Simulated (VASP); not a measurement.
# SrAsO3 (Pm-3m) in VASP: further runs

SrAsO3 is run at these levels: LDA; tasks: single point.

Everything below comes from runs of VASP 6.6.1. Logs are shortened: lines on timing, memory, paths and dates and some standing lists are left out, and cuts for length are marked.

## 1. The cell of the first run

The structure is cubic, space group Pm-3m (No. 221). Conventional cell: a = 4.008 Å, b = 4.008 Å, c = 4.008 Å, α = 90.00°, β = 90.00°, γ = 90.00°. Within 3.7 Å of Sr (site symmetry m-3m) lie 12 O at 2.83 Å and 8 As at 3.47 Å. Within 2.7 Å of As (site symmetry m-3m) lie 6 O at 2.00 Å. Within 2.7 Å of O (site symmetry 4/mmm) lie 2 As at 2.00 Å.

## 2. Single point, LDA

INCAR

```
SYSTEM = SrAsO3
PREC = Accurate ; ENCUT = 520
EDIFF = 1E-6 ; ISMEAR = 1
SIGMA = 0.1 ; LREAL = .FALSE.
LASPH = .TRUE. ; NELM = 80
ALGO = Normal ; ISIF = 2
LWAVE = .FALSE. ; LCHARG = .FALSE.
NBANDS = 24
```

KPOINTS

```
regular mesh
0
G
  6 6 6
  0 0 0
```

POSCAR

```
SrAsO3
1.0
    4.0077307295      0.0000000000      0.0000000000
    0.0000000000      4.0077307295      0.0000000000
    0.0000000000      0.0000000000      4.0077307295
Sr As O
1 1 3
Direct
    0.0000000000      0.0000000000      0.0000000000
    0.5000000000      0.5000000000      0.5000000000
    0.5000000000      0.5000000000      0.0000000000
    0.5000000000      0.0000000000      0.5000000000
    0.0000000000      0.5000000000      0.5000000000
```

Potentials or basis: VASP PAW LDA potentials, release 64 (Sr_sv, As, O).

Run with:

```bash
> cat potpaw_LDA.64/Sr_sv/POTCAR potpaw_LDA.64/As/POTCAR potpaw_LDA.64/O/POTCAR > POTCAR
> mpirun -np 1 vasp_std > vasp.out
```

OUTCAR:

```text
SYSTEM = SrAsO3
   PREC = Accurate
   ENCUT = 520
   EDIFF = 1E-6
   ISMEAR = 1
   LREAL = .FALSE.
   LASPH = .TRUE.
   NELM = 80
   ISIF = 2

 ion  position               nearest neighbor table
   1  0.000  0.000  0.000-   3 2.83   4 2.83   5 2.83   4 2.83   5 2.83   3 2.83   5 2.83   5 2.83
                             3 2.83   4 2.83   4 2.83   3 2.83   2 3.47   2 3.47   2 3.47   2 3.47
   2  0.500  0.500  0.500-   3 2.00   4 2.00   5 2.00   3 2.00   4 2.00   5 2.00   1 3.47   1 3.47
                             1 3.47   1 3.47   1 3.47   1 3.47   1 3.47   1 3.47
   3  0.500  0.500  0.000-   2 2.00   2 2.00   1 2.83   1 2.83   1 2.83   1 2.83
   4  0.500  0.000  0.500-   2 2.00   2 2.00   1 2.83   1 2.83   1 2.83   1 2.83
   5  0.000  0.500  0.500-   2 2.00   2 2.00   1 2.83   1 2.83   1 2.83   1 2.83

  LATTYP: Found a simple cubic cell.
 ALAT       =     4.0077307295

  Lattice vectors:

 A1 = (   4.0077307295,   0.0000000000,   0.0000000000)
 A2 = (   0.0000000000,   4.0077307295,   0.0000000000)
 A3 = (   0.0000000000,   0.0000000000,   4.0077307295)

Analysis of symmetry for initial positions (statically):
=====================================================================
 Subroutine PRICEL returns:
 Original cell was already a primitive cell.

 Routine SETGRP: Setting up the symmetry group for a
 simple cubic supercell.

 Subroutine GETGRP returns: Found 48 space group operations
 (whereof 48 operations were pure point group operations)
 out of a pool of 48 trial point group operations.

The static configuration has the point symmetry O_h .

Analysis of symmetry for dynamics (positions and initial velocities):
=====================================================================
 Subroutine PRICEL returns:
 Original cell was already a primitive cell.

 Routine SETGRP: Setting up the symmetry group for a
 simple cubic supercell.

 Subroutine GETGRP returns: Found 48 space group operations
 (whereof 48 operations were pure point group operations)
 out of a pool of 48 trial point group operations.

The dynamic configuration has the point symmetry O_h .

 Subroutine INISYM returns: Found 48 space group operations
 (whereof 48 operations are pure point group operations),
 and found     1 'primitive' translations

----------------------------------------------------------------------------------------

                                     Primitive cell

  volume of cell :      64.3718

  direct lattice vectors                    reciprocal lattice vectors
     4.007730730  0.000000000  0.000000000     0.249517761  0.000000000  0.000000000
     0.000000000  4.007730730  0.000000000     0.000000000  0.249517761  0.000000000
     0.000000000  0.000000000  4.007730730     0.000000000  0.000000000  0.249517761

  length of vectors
     4.007730730  4.007730730  4.007730730     0.249517761  0.249517761  0.249517761

  position of ions in fractional coordinates (direct lattice)
     0.000000000  0.000000000  0.000000000
     0.500000000  0.500000000  0.500000000
     0.500000000  0.500000000  0.000000000
     0.500000000  0.000000000  0.500000000
     0.000000000  0.500000000  0.500000000

  ion indices of the primitive-cell ions
   primitive index   ion index
                 1           1
                 2           2
                 3           3
                 4           4
                 5           5

----------------------------------------------------------------------------------------

 KPOINTS: regular mesh

Automatic generation of k-mesh.
 Grid dimensions read from file:
 generate k-points for:    6    6    6

 Generating k-lattice:

  Cartesian coordinates                     Fractional coordinates (reciprocal lattice)
     0.041586294  0.000000000  0.000000000     0.166666667  0.000000000  0.000000000
     0.000000000  0.041586294  0.000000000     0.000000000  0.166666667  0.000000000
     0.000000000  0.000000000  0.041586294     0.000000000  0.000000000  0.166666667

  Length of vectors
     0.041586294  0.041586294  0.041586294

  Shift w.r.t. Gamma in fractional coordinates (k-lattice)
     0.000000000  0.000000000  0.000000000

 Subroutine IBZKPT returns following result:
 ===========================================

 Found     20 irreducible k-points:

 Following reciprocal coordinates:
            Coordinates               Weight
  0.000000  0.000000  0.000000      1.000000
  0.166667  0.000000  0.000000      6.000000
  0.333333  0.000000  0.000000      6.000000
  0.500000  0.000000  0.000000      3.000000
  0.166667  0.166667  0.000000     12.000000
  0.333333  0.166667  0.000000     24.000000
[... 12 lines left out ...]
  0.500000  0.500000  0.333333      6.000000
  0.500000  0.500000  0.500000      1.000000
   k-points           NKPTS =     20   k-points in BZ     NKDIM =     20   number of bands    NBANDS=     24
   number of dos      NEDOS =    301   number of ions     NIONS =      5
   total plane-waves  NPLWV =  27000
   dimension x,y,z NGX =    30 NGY =   30 NGZ =   30
   dimension x,y,z NGXF=    60 NGYF=   60 NGZF=   60
   ions per type =               1   1   3
   NGX,Y,Z   is equivalent  to a cutoff of  12.44, 12.44, 12.44 a.u.
   NGXF,Y,Z  is equivalent  to a cutoff of  24.89, 24.89, 24.89 a.u.
 SYSTEM =  SrAsO3
   PREC   = accura    normal or accurate (medium, high low for compatibility)
   ISTART =      0    job   : 0-new  1-cont  2-samecut
   ICHARG =      2    charge: 1-file 2-atom 10-const
   ISPIN  =      1    spin polarized calculation?
   LNONCOLLINEAR =      F non collinear calculations
   LSORBIT =      F    spin-orbit coupling
   LASPH  =      T    aspherical Exc in radial PAW
   ENCUT  =  520.0 eV  38.22 Ry    6.18 a.u.   7.45  7.45  7.45*2*pi/ulx,y,z
   NELM   =     80;   NELMIN=  2; NELMDL= -5     # of ELM steps
   EDIFF  = 0.1E-05   stopping-criterion for ELM
   LREAL  =      F    real-space projection
   EDIFFG = 0.1E-04   stopping-criterion for IOM
   NSW    =      0    number of steps for IOM
   IBRION =     -1    ionic relax: 0-MD 1-quasi-New 2-CG
   NFREE  =      0    steps in history (QN), initial steepest desc. (CG)
   ISIF   =      2    stress and relaxation
   ISYM   =      2    0-nonsym 1-usesym 2-fastsym
   POTIM  = 0.5000    time-step for ionic-motion
   TEBEG  =    0.0;   TEEND  =   0.0 temperature during run
   PSTRESS=    0.0 pullay stress
   NELECT =      33.0000    total number of electrons
   NUPDOWN=      -1.0000    fix difference up-down
   EMIN   =  10.00;   EMAX   =-10.00  energy-range for DOS
   EFERMI =   0.00;   METHOD = LEGACY
   ISMEAR =     1;   SIGMA  =   0.10  broadening in eV -4-tet -1-fermi 0-gaus
   EFERMI_NEDOS =   21; number of points for ismear=-14 and -15
   IALGO  =     38    algorithm
   IMIX   =      4    mixing-type and parameters
     AMIX     =   0.40;   BMIX     =  1.00
     AMIX_MAG =   1.60;   BMIX_MAG =  1.00
  volume/ion in A,a.u.               =      12.87        86.88
  Fermi-wavevector in a.u.,A,eV,Ry     =   1.310230  2.475976 23.357165  1.716703
  Thomas-Fermi vector in A             =   2.440775
   LORBIT       =      0    0 simple, 1 ext, 2 COOP (PROOUT), +10 PAW based schemes
   GGA     = CA    functional components
   LHFCALC =     F    Hartree Fock is set to
   AEXX    =    0.0000 exact exchange contribution
   IVDW    =     0    specifies the selected vdW correction
   LEPSILON=     F    determine dielectric tensor
   LRPA    =     F    only Hartree local field effects (RPA)
 non-spin polarized calculation
 Methfessel and Paxton  Order N= 1 SIGMA  =   0.10
  energy-cutoff  :      520.00
  volume of cell :       64.37
 maximum number of plane-waves:      1755
 NGX is ok and might be reduce to    30
   NGX = 15   NGY = 15   NGZ = 15

 number of electron      32.9999982 magnetization

 Free energy of the ion-electron system (eV)
  ---------------------------------------------------
  ext. energy  EPLUGINS =         0.00000000
  ---------------------------------------------------
  free energy    TOTEN  =       -34.26367358 eV

  energy without entropy =      -34.25997614  energy(sigma->0) =      -34.26244110

 E-fermi :   4.4609     XC(G=0): -11.2628

 val. band max:        4.4471632285   @ k =   0.3333   0.3333   0.1667
 cond. band min:       4.6455436716   @ k =   0.5000   0.1667   0.0000
 fundamental gap:      0.1983804431
 Fermi energy:         4.4609053611

 k-point     1 :       0.0000    0.0000    0.0000
  band No.  band energies     occupation
      1     -29.5148      2.00000
      2     -15.5626      2.00000
      3     -12.6900      2.00000
      4     -12.6900      2.00000
      5     -11.6056      2.00000
      6     -11.6056      2.00000
[... 16 lines left out ...]
     23      10.1695      0.00000
     24      13.6771      0.00000

 k-point     2 :       0.1667    0.0000    0.0000
  band No.  band energies     occupation
      1     -29.5105      2.00000
      2     -15.4888      2.00000
      3     -12.9645      2.00000
      4     -12.6812      2.00000
      5     -11.5918      2.00000
      6     -11.5918      2.00000
[... 16 lines left out ...]
     23      10.5735      0.00000
     24      12.7675      0.00000

 k-point     3 :       0.3333    0.0000    0.0000
  band No.  band energies     occupation
      1     -29.5019      2.00000
      2     -15.3153      2.00000
      3     -13.4050      2.00000
      4     -12.6637      2.00000
      5     -11.5641      2.00000
      6     -11.5641      2.00000
[... 16 lines left out ...]
     23      11.3847      0.00000
     24      11.3847      0.00000

 k-point     4 :       0.5000    0.0000    0.0000
  band No.  band energies     occupation
      1     -29.4976      2.00000
      2     -15.2088      2.00000
      3     -13.6122      2.00000
      4     -12.6553      2.00000
      5     -11.5500      2.00000
      6     -11.5500      2.00000
[... 16 lines left out ...]
     23      11.7728      0.00000
     24      12.8580      0.00000

 k-point     5 :       0.1667    0.1667    0.0000
  band No.  band energies     occupation
      1     -29.5063      2.00000
      2     -15.4018      2.00000
      3     -13.0816      2.00000
      4     -12.8031      2.00000
      5     -11.5790      2.00000
      6     -11.4695      2.00000
[... 16 lines left out ...]
     23      10.9421      0.00000
     24      12.3930      0.00000

 k-point     6 :       0.3333    0.1667    0.0000
  band No.  band energies     occupation
      1     -29.4980      2.00000
      2     -15.1927      2.00000
      3     -13.4699      2.00000
      4     -12.8198      2.00000
      5     -11.5530      2.00000
      6     -11.4866      2.00000
[... 16 lines left out ...]
     23      11.4452      0.00000
     24      11.5850      0.00000
[... 271 lines left out ...]
 k-point    17 :       0.3333    0.3333    0.3333
  band No.  band energies     occupation
      1     -29.4795      2.00000
      2     -14.4295      2.00000
      3     -13.4463      2.00000
      4     -13.4463      2.00000
      5     -11.6316      2.00000
      6     -11.6316      2.00000
[... 16 lines left out ...]
     23      11.3794      0.00000
     24      12.0685      0.00000

 k-point    18 :       0.5000    0.3333    0.3333
  band No.  band energies     occupation
      1     -29.4759      2.00000
      2     -14.1401      2.00000
      3     -13.6980      2.00000
      4     -13.3646      2.00000
      5     -11.7338      2.00000
      6     -11.6088      2.00000
[... 16 lines left out ...]
     23      11.6453      0.00000
     24      11.6897      0.00000

 k-point    19 :       0.5000    0.5000    0.3333
  band No.  band energies     occupation
      1     -29.4725      2.00000
      2     -13.7165      2.00000
      3     -13.6566      2.00000
      4     -13.6566      2.00000
      5     -11.7251      2.00000
      6     -11.6703      2.00000
[... 16 lines left out ...]
     23      11.5211      0.00000
     24      11.8952      0.00000

 k-point    20 :       0.5000    0.5000    0.5000
  band No.  band energies     occupation
      1     -29.4691      2.00000
      2     -13.5648      2.00000
      3     -13.5648      2.00000
      4     -13.5648      2.00000
      5     -11.7938      2.00000
      6     -11.7938      2.00000
[... 16 lines left out ...]
     23      11.2170      0.00000
     24      12.4239      0.00000

------------------------ aborting loop because EDIFF is reached ----------------------------------------

  FORCE on cell =-STRESS in cart. coord.  units (eV):
  Direction    XX          YY          ZZ          XY          YZ          ZX
  --------------------------------------------------------------------------------------
  -------------------------------------------------------------------------------------
  Total       -5.0780793     -5.0780793     -5.0780793     -0.0000000      0.0000000     -0.0000000
  in kB     -126.3905073   -126.3905073   -126.3905073     -0.0000000      0.0000000     -0.0000000
  external PRESSURE =    -126.3905073 kB  Pullay stress =       0.0000000 kB

 VOLUME and BASIS-vectors are now :
 -----------------------------------------------------------------------------
  energy-cutoff  :      520.00
  volume of cell :       64.37
      direct lattice vectors                 reciprocal lattice vectors
     4.007730730  0.000000000  0.000000000     0.249517761  0.000000000  0.000000000
     0.000000000  4.007730730  0.000000000     0.000000000  0.249517761  0.000000000
     0.000000000  0.000000000  4.007730730     0.000000000  0.000000000  0.249517761

 POSITION                                       TOTAL-FORCE (eV/Angst)
 -----------------------------------------------------------------------------------
      0.00000      0.00000      0.00000         0.000000      0.000000      0.000000
      2.00387      2.00387      2.00387         0.000000      0.000000      0.000000
      2.00387      2.00387      0.00000         0.000000      0.000000      0.000000
      2.00387      0.00000      2.00387         0.000000      0.000000      0.000000
      0.00000      2.00387      2.00387         0.000000      0.000000      0.000000
 -----------------------------------------------------------------------------------
    total drift:                                0.000000      0.000000     -0.000000

  FREE ENERGIE OF THE ION-ELECTRON SYSTEM (eV)
  ---------------------------------------------------
  free  energy   TOTEN  =       -34.2636735782 eV

  energy  without entropy=      -34.2599761352  energy(sigma->0) =      -34.26244110
```

Run time: 11 s. Hardware: 1 thread of Intel Xeon 6975P-C (Granite Rapids), shared host; peak memory 0.16 GiB.

Results:

- Free energy: -34.2637 eV
- Pressure: -12.6 GPa

Levels at points of the mesh, in eV from the Fermi level:
```
           k point  band 14  band 15  band 16  band 17  band 18  band 19
(0.00, 0.00, 0.00)    -2.45    -2.18    -2.18    -2.18     3.88     3.88
(0.50, 0.00, 0.00)    -2.93    -2.61    -2.61    -0.05     4.84     5.61
(0.50, 0.50, 0.00)    -3.21    -3.21    -1.47     2.02     3.81     3.81
(0.50, 0.50, 0.50)    -1.39    -1.39    -1.39     2.33     2.33     2.33
```

Caveat: an odd number of electrons without spin polarisation forces a metal; a magnetic or distorted state may lie lower.

(Continued in part 2 of 2.)
